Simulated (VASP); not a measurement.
The system is Al3GaN4.

```xyz
16
Lattice="0.0000 0.0000 -5.0652 3.1180 5.4005 0.0000 3.1180 -5.4005 0.0000" Properties=species:S:1:pos:R:3 pbc="T T T"
Al    1.5590   -0.9001    0.0000
Al    3.1180   -3.6003    0.0000
Al    3.1180    1.8002    0.0000
Al    3.1180   -1.8002   -2.5326
Al    1.5590    0.9001   -2.5326
Al    4.6770    0.9001   -2.5326
Ga    4.6770   -0.9001    0.0000
Ga    3.1180    3.6003   -2.5326
N     1.5590   -0.9001   -3.1658
N     3.1180   -3.6003   -3.1658
N     3.1180    1.8002   -3.1658
N     4.6770   -0.9001   -3.1658
N     3.1180   -1.8002   -0.6332
N     1.5590    0.9001   -0.6332
N     4.6770    0.9001   -0.6332
N     3.1180    3.6003   -0.6332
```

| Quantity | Value |
| --- | --- |
| Program | VASP 6.6.1 |
| Task | relaxation of cell and atoms |
| Functional | PBEsol |
| Potentials or basis | VASP PAW PBE potentials, release 64 (Al, Ga_d, N) |
| Cutoff | 600 eV |
| k mesh | 4 × 6 × 6 |
| Occupations | gaussian, width 0.1 eV |
| Spin | no spin polarisation |

At the start: pressure 0.7 GPa; volume 10.66 Å³/atom.

Question: Where does the relaxation end?

Answer: Over 6 steps the energy falls by 10.0 meV/atom and the volume is 10.68 Å³/atom (+0.2 %); space group Cmc2_1 (No. 36, to 0.1 Å) before and after.

The path:
| step | energy change (eV) | largest force (eV/Å) | pressure (GPa) | volume (Å³) |
| --- | --- | --- | --- | --- |
| 1 | 0.0000 | 1.2482 | 0.66 | 170.58 |
| 2 | -0.1393 | 0.3013 | -0.84 | 171.68 |
| 3 | -0.1432 | 0.2478 | -0.67 | 171.52 |
| 4 | -0.1581 | 0.0966 | 0.36 | 170.56 |
| 5 | -0.1587 | 0.0950 | 0.19 | 170.72 |
| 6 | -0.1603 | 0.0398 | -0.08 | 170.93 |

Final structure:
```yaml
crystal:
  lattice:
    - [0.00000, 0.00000, -5.04514]
    - [3.12800, 5.41785, 0.00000]
    - [3.12606, -5.41673, 0.00000]
  atoms:
    - { symbol: Al, position: [0.00248, 0.16880, 0.33400] }
    - { symbol: Al, position: [0.00238, 0.16687, 0.83374] }
    - { symbol: Al, position: [0.00248, 0.66520, 0.33400] }
    - { symbol: Al, position: [0.50248, 0.33120, 0.66600] }
    - { symbol: Al, position: [0.50238, 0.33313, 0.16626] }
    - { symbol: Al, position: [0.50248, 0.83480, 0.66600] }
    - { symbol: Ga, position: [0.00222, 0.66579, 0.83158] }
    - { symbol: Ga, position: [0.50222, 0.83421, 0.16842] }
    - { symbol: N, position: [0.62590, 0.17398, 0.33661] }
    - { symbol: N, position: [0.62363, 0.16691, 0.83382] }
    - { symbol: N, position: [0.62590, 0.66263, 0.33661] }
    - { symbol: N, position: [0.61501, 0.66325, 0.82649] }
    - { symbol: N, position: [0.12590, 0.32602, 0.66339] }
    - { symbol: N, position: [0.12363, 0.33309, 0.16618] }
    - { symbol: N, position: [0.12590, 0.83737, 0.66339] }
    - { symbol: N, position: [0.11501, 0.83675, 0.17351] }
```

Caveat: the PAW data sets were made with another functional, which shifts forces and pressure a little; the relaxation stopped at a loose force limit of 0.05 eV/Å, so its end isn't a converged minimum.
